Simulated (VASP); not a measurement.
**Ir: single point with r2SCAN**

Crystal: Ir.

```
CELL_PARAMETERS angstrom
0.00000 1.92000 1.92000
1.92000 0.00000 1.92000
1.92000 1.92000 0.00000
ATOMIC_POSITIONS crystal
Ir 0.00000 0.00000 0.00000
```

```yaml
Program: VASP 6.6.1
Task: single point
Functional: r2SCAN
Potentials_or_basis: VASP PAW PBE potentials, release 64 (Ir_sv_GW)
Cutoff: 620 eV
k_mesh: 16 × 16 × 16
Occupations: gaussian, width 0.05 eV
Spin: no spin polarisation
```

The pressure is 0.6 GPa and the band gap on the k mesh is zero (an odd number of electrons rules out a gap without spin polarisation).

Levels at points of the mesh, in eV from the Fermi level:
```
           k point  band 6  band 7  band 8  band 9  band 10  band 11
(0.00, 0.00, 0.00)   -3.98   -3.98   -3.98   -1.27    -1.27    14.28
(0.50, 0.00, 0.00)   -4.13   -4.13   -0.68    0.96     0.96     7.71
(0.50, 0.50, 0.00)   -7.59    0.86    1.59    1.59     1.77    11.13
```

Run time: 2.1 min on 1 thread of AMD EPYC 7R13 Processor (Zen 3), on a shared host, peak memory 0.15 GiB.

Caveat: the PAW data sets were made with another functional, which shifts forces and pressure a little; spin-orbit coupling is left out, which moves the levels of the heavy elements.
